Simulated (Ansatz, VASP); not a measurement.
BeTe: VASP beside Ansatz

Contents of POSCAR:

```
BeTe
1.0
    0.0000000000      2.7931911400      2.7931911400
    2.7931911400      0.0000000000      2.7931911400
    2.7931911400      2.7931911400      0.0000000000
Be Te
1 1
Direct
    0.0000000000      0.0000000000      0.0000000000
    0.2500000000      0.2500000000      0.2500000000
```

INCAR.step1

```
SYSTEM = BeTe
  PREC = Accurate
  ENCUT = 520
  ISMEAR = -1
  SIGMA = 0.02
  LREAL = .FALSE.
  LASPH = .TRUE.
  NELM = 60
  NBANDS = 11
  GGA = PE
  ALGO = Normal
  EDIFF = 1E-4
  LWAVE = .TRUE.
  LCHARG = .FALSE.
```

The input INCAR.step2:

```
SYSTEM = BeTe
  PREC = Accurate
  ENCUT = 520
  EDIFF = 1E-8
  ISMEAR = -1
  SIGMA = 0.02
  LREAL = .FALSE.
  LASPH = .TRUE.
  NELM = 60
  ALGO = Normal
  ISIF = 2
  LWAVE = .FALSE.
  LCHARG = .FALSE.
  METAGGA = R2SCAN
  LMIXTAU = .TRUE.
  LEFG = .TRUE.
  NBANDS = 11
  ISTART = 1
```

The input KPOINTS:

```
Automatic mesh
0
G
  8 8 8
  0 0 0
```

Input for Ansatz:

```yaml
crystal:
  lattice:
    - [0.0, 2.79319114, 2.79319114]
    - [2.79319114, 0.0, 2.79319114]
    - [2.79319114, 2.79319114, 0.0]
  atoms:
    - { symbol: Be, position: [0.0, 0.0, 0.0] }
    - { symbol: Te, position: [0.25, 0.25, 0.25] }
kpoints:
  mp_grid: { grid: [8, 8, 8] }
scf:
  occupations: { method: fermi_dirac, width: 0.02 }
hamiltonian:
  xc: r2scan
  pseudopotentials: { kind: all_electron, datasets: crystal }
output:
  forces: true
  stress: true
  eigenvalues: true
  efg: { contact_densities: true }
```

Change from the starting cell: volume scaled by 0.96, crystal datasets.

Alike in both runs: task electric field gradients; functional r2SCAN; k mesh 8 × 8 × 8; occupations fermi-dirac, width 0.02 eV; no spin polarisation.

|  | VASP | Ansatz |
| --- | --- | --- |
| version | VASP 6.6.1 | Ansatz 0.2.0 |
| potentials or method | VASP PAW PBE potentials, release 64 (Be, Te), cutoff 520 eV | all-electron PAW with datasets made for the crystal, scalar-relativistic |

|  | VASP | Ansatz | Ansatz less VASP |
| --- | --- | --- | --- |
| gap on the k mesh at the Fermi level (eV) | 2.27 | 2.28 | +0.008 |
| pressure (GPa) | 2.6 | 2.4 | -0.19 |

VASP's potentials were made for PBE, not for r2SCAN. Ansatz ran all-electron here, and VASP with PAW potentials.

Neither program's run includes spin-orbit coupling.
